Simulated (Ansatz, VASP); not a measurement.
This is a calculation of HgTe for Ansatz 0.2.0.

File input.yaml:

```yaml
crystal:
  lattice:
    - [0.0, 3.18, 3.18]
    - [3.18, 0.0, 3.18]
    - [3.18, 3.18, 0.0]
  atoms:
    - { symbol: Hg, position: [0.0, 0.0, 0.0] }
    - { symbol: Te, position: [0.5, 0.5, 0.5] }
hamiltonian:
  xc: pbe
  pseudopotentials: { kind: paw }
kpoints:
  mp_grid: { grid: [7, 7, 7] }
scf:
  occupations: { method: gaussian, width: 0.026 }
output:
  forces: true
  stress: true
  eigenvalues: true
```

Potentials or basis: Ansatz PAW.

Command:

```sh
$ ansatz run input.yaml --threads 2 --pin off --max-ram 5632MiB --backend cpu --events-out ev --progress --plain --runs-dir out
```

Problem. Set up the same calculation for VASP 6.6.1. Potentials there: VASP PAW PBE potentials, release 64 (Hg, Te).

Solution. As run (the cutoff follows the program's own potentials):

INCAR

```
SYSTEM = HgTe
PREC = Accurate
ENCUT = 520
EDIFF = 1E-6
ISMEAR = 0
SIGMA = 0.026000000000000002
LREAL = .False.
LASPH = .True.
NELM = 80
ALGO = Normal
ISIF = 2
LWAVE = .False.
LCHARG = .False.
GGA = PE
NBANDS = 16
```

KPOINTS

```
Automatic mesh
0
Gamma
  7 7 7
  0 0 0
```

POSCAR

```
HgTe
1.0
    0.0000000000      3.1800000000      3.1800000000
    3.1800000000      0.0000000000      3.1800000000
    3.1800000000      3.1800000000      0.0000000000
Hg Te
1 1
Direct
    0.0000000000      0.0000000000      0.0000000000
    0.5000000000      0.5000000000      0.5000000000
```

Potentials or basis: VASP PAW PBE potentials, release 64 (Hg, Te).

Command:

```bash
$ cat potpaw_PBE.64/Hg/POTCAR potpaw_PBE.64/Te/POTCAR > POTCAR
$ mpirun -np 1 vasp_std > vasp.out
```

Both were run:

|  | VASP | Ansatz | Ansatz less VASP |
| --- | --- | --- | --- |
| gap on the k mesh at the Fermi level (eV) | none | none | - |
| pressure (GPa) | -3.7 | -3.8 | -0.06 |

A gap of «none» marks a metal or a gap that the smearing closes. The functional is the same, so the differences come from potentials, cutoffs and numerics. VASP's potentials hold 18 valence electrons a cell and Ansatz's 36, so a difference there can come from the potentials and not from the codes.

Spin-orbit coupling is off throughout.
